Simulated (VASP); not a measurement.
# MnAs (rocksalt type) (Fm-3m) in VASP: relaxation of cell and atoms with PBE

Aim: the relaxation of cell and atoms of MnAs (rocksalt type) with PBE.

Program: VASP 6.6.1. These are calculated values, not measurements. Logs are shortened: lines on timing, memory, paths and dates and some standing lists are left out, and cuts for length are marked.

## 1. The cell of the first run

Symmetry: Fm-3m, No. 225, cubic system. Conventional cell: a = 4.892 Å, b = 4.892 Å, c = 4.892 Å, α = 90.00°, β = 90.00°, γ = 90.00°. Mn (site symmetry m-3m) has 6 As at 2.45 Å within 3.2 Å. As (site symmetry m-3m) has 6 Mn at 2.45 Å within 3.2 Å.

## 2. Relaxation of cell and atoms, PBE, collinear spin, ferromagnetic start

INCAR reads:

```
PREC = Accurate ; ENCUT = 600
EDIFF = 1E-6 ; ISMEAR = -1
SIGMA = 0.08 ; LREAL = F
LASPH = T ; NELM = 150
ALGO = Normal ; ISIF = 3
LWAVE = F ; LCHARG = F
ISPIN = 2 ; MAGMOM = 4 0
LORBIT = 11 ; LMAXMIX = 4
GGA = PE ; IBRION = 2
NSW = 100 ; EDIFFG = -0.005
```

KPOINTS reads:

```
Automatic mesh
0
Gamma
  12 12 12
```

POSCAR reads:

```
MnAs
1.0
    0.0000000000      2.4457505358      2.4457505358
    2.4457505358      0.0000000000      2.4457505358
    2.4457505358      2.4457505358      0.0000000000
Mn As
1 1
Direct
    0.0000000000      0.0000000000      0.0000000000
    0.5000000000      0.5000000000      0.5000000000
```

Potentials or basis: VASP PAW PBE potentials, release 64 (Mn_pv, As).

Run with:

```console
cat potpaw_PBE.64/Mn_pv/POTCAR potpaw_PBE.64/As/POTCAR > POTCAR
mpirun -np 1 vasp_std > vasp.out
```

OUTCAR:

```text
PREC = Accurate
   ENCUT = 600
   EDIFF = 1E-6
   ISMEAR = -1
   LREAL = F
   LASPH = T
   NELM = 150
   ISIF = 3
   ISPIN = 2
   LORBIT = 11
   GGA = PE
   IBRION = 2
   NSW = 100
   EDIFFG = -0.005

 ion  position               nearest neighbor table
   1  0.000  0.000  0.000-   2 2.45   2 2.45   2 2.45   2 2.45   2 2.45   2 2.45
   2  0.500  0.500  0.500-   1 2.45   1 2.45   1 2.45   1 2.45   1 2.45   1 2.45

  LATTYP: Found a face centered cubic cell.
 ALAT       =     4.8915010716

  Lattice vectors:

 A1 = (   0.0000000000,   2.4457505358,   2.4457505358)
 A2 = (   2.4457505358,   0.0000000000,   2.4457505358)
 A3 = (   2.4457505358,   2.4457505358,   0.0000000000)

Analysis of symmetry for initial positions (statically):
=====================================================================
 Subroutine PRICEL returns:
 Original cell was already a primitive cell.

 Routine SETGRP: Setting up the symmetry group for a
 face centered cubic supercell.

 Subroutine GETGRP returns: Found 48 space group operations
 (whereof 48 operations were pure point group operations)
 out of a pool of 48 trial point group operations.

The static configuration has the point symmetry O_h .

Analysis of symmetry for dynamics (positions and initial velocities):
=====================================================================
 Subroutine PRICEL returns:
 Original cell was already a primitive cell.

 Routine SETGRP: Setting up the symmetry group for a
 face centered cubic supercell.

 Subroutine GETGRP returns: Found 48 space group operations
 (whereof 48 operations were pure point group operations)
 out of a pool of 48 trial point group operations.

The dynamic configuration has the point symmetry O_h .

Analysis of structural, dynamic, and magnetic symmetry:
=====================================================================
 Subroutine PRICEL returns:
 Original cell was already a primitive cell.

 Routine SETGRP: Setting up the symmetry group for a
 face centered cubic supercell.

 Subroutine GETGRP returns: Found 48 space group operations
 (whereof 48 operations were pure point group operations)
 out of a pool of 48 trial point group operations.

The overall configuration has the point symmetry O_h .

 Subroutine INISYM returns: Found 48 space group operations
 (whereof 48 operations are pure point group operations),
 and found     1 'primitive' translations

----------------------------------------------------------------------------------------

                                     Primitive cell

  volume of cell :      29.2595
[... 120 lines left out ...]
 conjugate gradient relaxation of ions
 spin polarized calculation
  energy-cutoff  :      600.00
  volume of cell :       29.26
 maximum number of plane-waves:       992
   NGX = 13   NGY = 13   NGZ = 13

--------------------------------------- Ionic step        1  -------------------------------------------

 number of electron      17.9999998 magnetization       3.1076134

 Free energy of the ion-electron system (eV)
  ---------------------------------------------------
  ext. energy  EPLUGINS =         0.00000000
  ---------------------------------------------------
  free energy    TOTEN  =       -13.61408809 eV

  energy without entropy =      -13.58277936  energy(sigma->0) =      -13.59843373

------------------------ aborting loop because EDIFF is reached ----------------------------------------

  FORCE on cell =-STRESS in cart. coord.  units (eV):
  Direction    XX          YY          ZZ          XY          YZ          ZX
  --------------------------------------------------------------------------------------
  -------------------------------------------------------------------------------------
  Total        3.0147726      3.0147726      3.0147726     -0.0000000      0.0000000     -0.0000000
  in kB      165.0815992    165.0815992    165.0815992     -0.0000000      0.0000000     -0.0000000
  external PRESSURE =     165.0815992 kB  Pullay stress =       0.0000000 kB
[... 167 lines left out ...]
--------------------------------------- Ionic step        6  -------------------------------------------

 number of electron      17.9999996 magnetization      -3.6879284

 Free energy of the ion-electron system (eV)
  ---------------------------------------------------
  ext. energy  EPLUGINS =         0.00000000
  ---------------------------------------------------
  free energy    TOTEN  =       -13.85201275 eV

  energy without entropy =      -13.82995376  energy(sigma->0) =      -13.84098325

 E-fermi :   6.7070     XC(G=0): -11.1024

 val. band max:        6.6832820202   @ k =   0.5000   0.2500   0.0833
 cond. band min:       6.7095609550   @ k =   0.4167   0.2500   0.0000
 fundamental gap:      0.0262789348
 Fermi energy:         6.7070290398

 spin component 1

 k-point     1 :       0.0000    0.0000    0.0000
  band No.  band energies     occupation
      1     -39.7143      1.00000
      2     -39.7143      1.00000
      3     -39.7143      1.00000
      4      -6.3098      1.00000
      5       6.7361      0.41015
      6       6.7361      0.41010
      7       6.8244      0.18742
      8       6.8244      0.18740
      9       6.8244      0.18739
     10       7.5830      0.00002
     11       7.5830      0.00002
     12       7.5830      0.00002
     13      12.2893      0.00000
     14      16.7108      0.00000
[... 403 lines left out ...]
      4      -4.1195      1.00000
      5       1.0523      1.00000
      6       3.7019      1.00000
      7       4.3126      1.00000
      8       7.6534      0.00001
      9       7.7392      0.00000
     10       7.9653      0.00000
     11       9.2190      0.00000
     12      10.2320      0.00000
     13      12.0153      0.00000
     14      14.4899      0.00000
     15      14.9704      0.00000

 [... further k-points ...]

 spin component 2

 k-point     1 :       0.0000    0.0000    0.0000
  band No.  band energies     occupation
      1     -43.5393      1.00000
      2     -43.5393      1.00000
      3     -43.5393      1.00000
      4      -6.3801      1.00000
      5       3.5978      1.00000
      6       3.5978      1.00000
      7       3.5978      1.00000
      8       3.8872      1.00000
      9       3.8872      1.00000
     10       7.6322      0.00001
     11       7.6322      0.00001
     12       7.6322      0.00001
     13      11.6026      0.00000
     14      16.2949      0.00000
[... 444 lines left out ...]
  FREE ENERGIE OF THE ION-ELECTRON SYSTEM (eV)
  ---------------------------------------------------
  free  energy   TOTEN  =       -13.8520127496 eV

  energy  without entropy=      -13.8299537573  energy(sigma->0) =      -13.84098325

 reached required accuracy - stopping structural energy minimisation

 total charge

# of ion       s       p       d       tot
------------------------------------------
    1        0.284   6.211   5.004  11.499
    2        1.231   1.534   0.042   2.808
--------------------------------------------------
tot          1.515   7.745   5.047  14.307

 magnetization (x)

# of ion       s       p       d       tot
------------------------------------------
    1       -0.070  -0.033  -3.531  -3.635
    2       -0.016   0.122  -0.013   0.093
--------------------------------------------------
tot         -0.086   0.089  -3.545  -3.542
```

Run time: 4.8 min. Hardware: 1 thread of Intel Xeon Platinum 8259CL at 2.50GHz (Skylake/Cascade Lake), shared host; peak memory 0.22 GiB.

Results:

```
Free energy                                           : -13.8520 eV
Relaxed volume                                        : 17.27 Å³/atom
Relaxed cell                                          : a = 3.656 Å, b = 3.656 Å, c = 3.656 Å, α = 60.00°, β = 60.00°, γ = 60.00°
Space group after relaxing (to 0.1 Å)                 : Fm-3m (No. 225)
Energy gained by relaxing                             : 119.0 meV/atom
Ionic steps                                           : 6
Pressure after relaxing                               : 0.0 GPa
Net moment                                            : -3.69 μB per cell
Site moments                                          : Mn -3.63; As +0.09 μB
Valence electrons inside the program's atomic spheres : Mn 11.50; As 2.81
```

Step by step:
| step | energy change (eV) | largest force (eV/Å) | pressure (GPa) | volume (Å³) |
| --- | --- | --- | --- | --- |
| 1 | 0.0000 | 0.0000 | 16.51 | 29.26 |
| 2 | -0.2222 | 0.0000 | -3.11 | 36.12 |
| 3 | -0.2379 | 0.0000 | 0.07 | 34.47 |
| 4 | -0.2379 | 0.0000 | -0.14 | 34.58 |
| 5 | -0.2379 | 0.0000 | 0.10 | 34.51 |
| 6 | -0.2379 | 0.0000 | -0.02 | 34.54 |

Final structure:
```cif
data_structure
_symmetry_space_group_name_H-M 'P 1'
_symmetry_Int_Tables_number 1
_cell_length_a 3.6556
_cell_length_b 3.6556
_cell_length_c 3.6556
_cell_angle_alpha 60.000
_cell_angle_beta 60.000
_cell_angle_gamma 60.000
_cell_volume 34.54
loop_
_atom_site_label
_atom_site_type_symbol
_atom_site_fract_x
_atom_site_fract_y
_atom_site_fract_z
_atom_site_occupancy
Mn1 Mn 0.00000 0.00000 0.00000 1
As1 As 0.50000 0.50000 0.50000 1
```

Caveat: the volume moved by over 15 % at a fixed basis, so the end points are rough; a cell with one magnetic atom can't hold antiferromagnetic order, which such compounds often take.
